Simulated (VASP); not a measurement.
Wanted: the native input for a VASP 6.6.1 run.

- Task: single point
- Functional: PBEsol
- Potentials or basis: VASP PAW PBE potentials, release 64 (Co)
- Cutoff: 520 eV
- k mesh: 9 × 9 × 13
- Occupations: fermi-dirac, width 0.1 eV
- Spin: no spin polarisation
- Dipole correction: no
- Further INCAR settings: ALGO = Normal; EDIFF = 1e-07; NBANDS = 20

The structure of Co lies in POSCAR:

```
Co
1.0
    3.8548903590      0.0000000000      0.0000000000
   -1.9274451795      3.3384329797      0.0000000000
    0.0000000000      0.0000000000      2.3611187515
Co
3
Direct
    0.0000000000      1.0000000000      0.0000000000
    0.3333333333      0.6666666667      0.5000000000
    0.6666666667      0.3333333333      0.5000000000
```

This isn't the form of Co at room conditions, which is hcp.

One way to write it, as run:

INCAR

```
SYSTEM = Co
PREC = Accurate
ENCUT = 520
EDIFF = 1E-7
ISMEAR = -1
SIGMA = 0.1
LREAL = .False.
LASPH = .True.
NELM = 100
ALGO = Normal
ISIF = 2
LWAVE = .False.
LCHARG = .False.
GGA = PS
NBANDS = 20
```

KPOINTS

```
regular mesh
0
Gamma
  9 9 13
  0 0 0
```

Potentials or basis: VASP PAW PBE potentials, release 64 (Co).

Run with:

```console
$ cat potpaw_PBE.64/Co/POTCAR > POTCAR
$ mpirun -np 1 vasp_std > vasp.out
```

Results of the run:

```json
{
 "Pressure": "-1.0 GPa",
 "Band gap on the k mesh": "zero (an odd number of electrons rules out a gap without spin polarisation)"
}
```

Caveat: the PAW data sets were made with another functional, which shifts forces and pressure a little; the run has no spin polarisation, though such a crystal can be magnetic.

Wall time 34 s on 1 thread of Intel(R) Xeon(R) 6975P-C (Granite Rapids), with other jobs on the host, peak memory 0.17 GiB.
